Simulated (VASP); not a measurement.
Set up this calculation in VASP 6.6.1, as the native input.

```
Task                   : single point
Functional             : PBE
Potentials or basis    : VASP PAW PBE potentials, release 64 (Hf_pv)
Cutoff                 : 520 eV
k mesh                 : 14 × 14 × 14
Occupations            : gaussian, width 0.15 eV
Spin                   : no spin polarisation
Dipole correction      : no
Further INCAR settings : ALGO = Fast; EDIFF = 1e-06; NBANDS = 11
```

The structure of Hf lies in POSCAR:

```
Hf
1.0
   -0.3121568123      2.6676323641      1.9686749399
    1.7663578955     -0.1206698618      1.7771879894
    1.9262900717      2.6360775898     -0.2806020380
Hf
1
Direct
    0.0000000000      0.0000000000      0.0000000000
```

This cell differs from its parent crystal: cell sheared at random, sigma 0.1, atoms nudged by 0.01 Å, then relaxed in part.

One way to write it, as run:

INCAR

```
PREC = Accurate ; ENCUT = 520
EDIFF = 1E-6 ; ISMEAR = 0
SIGMA = 0.15 ; LREAL = F
LASPH = T ; NELM = 60
ALGO = Fast ; ISIF = 2
LWAVE = F ; LCHARG = F
GGA = PE ; NBANDS = 11
```

KPOINTS

```
regular mesh
0
Gamma
  14 14 14
```

Potentials or basis: VASP PAW PBE potentials, release 64 (Hf_pv).

The run is started by

```bash
$ cat potpaw_PBE.64/Hf_pv/POTCAR > POTCAR
$ mpirun -np 1 vasp_std > vasp.out
```

It gave:

The pressure is 8.8 GPa and the band gap on the k mesh is zero (band 5 reaches 6.21 eV, above the bottom of band 6 at 3.65 eV).

Caveat: the cell differs from its parent crystal (cell sheared at random, sigma 0.1, atoms nudged by 0.01 Å, then relaxed in part); spin-orbit coupling is left out, which moves the levels of the heavy elements.

Run time: 8.4 min on 1 thread of AMD EPYC 7R13, with other jobs on the host, peak memory 0.38 GiB.
